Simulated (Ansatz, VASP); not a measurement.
## One calculation of MgO, two programs

INCAR

```
PREC = Accurate
ENCUT = 520
EDIFF = 1E-6
ISMEAR = 0
SIGMA = 0.05
LREAL = F
LASPH = T
NELM = 60
ALGO = Normal
ISIF = 2
LWAVE = F
LCHARG = T
LELF = T
LVHAR = T
NBANDS = 16
```

Contents of KPOINTS:

```
Automatic mesh
0
Gamma
  6 6 6
```

File POSCAR:

```
MgO
1.0
    3.4515140841      0.0000000000      0.0000000000
   -1.7257570421      3.0192917963      0.0000000000
    0.0000000000      0.0000000000      4.1780412200
Mg O
2 2
Direct
    0.6666666667      0.3333333333      0.7500000000
    0.3333333333      0.6666666667      0.2500000000
    0.6666666667      0.3333333333      0.2500000000
    0.3333333333      0.6666666667      0.7500000000
```

Input for Ansatz:

```yaml
crystal:
  lattice:
    - [3.4515140841, 0.0, 0.0]
    - [-1.7257570421, 3.0192917963, 0.0]
    - [0.0, 0.0, 4.17804122]
  atoms:
    - { symbol: Mg, position: [0.6666666667, 0.3333333333, 0.75] }
    - { symbol: Mg, position: [0.3333333333, 0.6666666667, 0.25] }
    - { symbol: O, position: [0.6666666667, 0.3333333333, 0.25] }
    - { symbol: O, position: [0.3333333333, 0.6666666667, 0.75] }
basis:
  ecutwfc: 420
kpoints:
  mp_grid: { grid: [6, 6, 6] }
hamiltonian:
  xc: lda
scf:
  occupations: { method: gaussian, width: 0.05 }
output:
  forces: true
  stress: true
  eigenvalues: true
```

Change from the starting cell: strain -0.0100 x Voigt [1, 0, 0, 0, 0, 0], atoms carried along.

Alike in both runs: task single point; functional LDA; k mesh 6 × 6 × 6; occupations gaussian, width 0.05 eV; no spin polarisation.

```csv
,VASP,Ansatz
version,VASP 6.6.1,Ansatz 0.2.0
potentials or method,"VASP PAW LDA potentials, release 64 (Mg, O), cutoff 520 eV","scalar-relativistic, plane waves, PAW"
valence electrons in the cell,16,32
```

|  | VASP | Ansatz | Ansatz less VASP |
| --- | --- | --- | --- |
| gap on the k mesh at the Fermi level (eV) | 3.38 | 3.38 | +0.004 |
| least direct gap on the mesh (eV) | 3.38 | 3.38 | +0.004 |
| pressure (GPa) | -4.5 | -2.8 | +1.72 |
| traceless stress, the component that is largest in VASP (GPa) | 1.20 | 1.22 | +0.024 |
| rms of the force components (eV/Å) | 0.048 | 0.047 | -0.0013 |

LDA's correlation is that of Perdew and Zunger in VASP and of Perdew and Wang (1992) in Ansatz. Atom by atom the forces differ by 0.001 eV/Å (rms over components). VASP's potentials hold 16 valence electrons a cell and Ansatz's 32, so a difference there can come from the potentials and not from the codes.
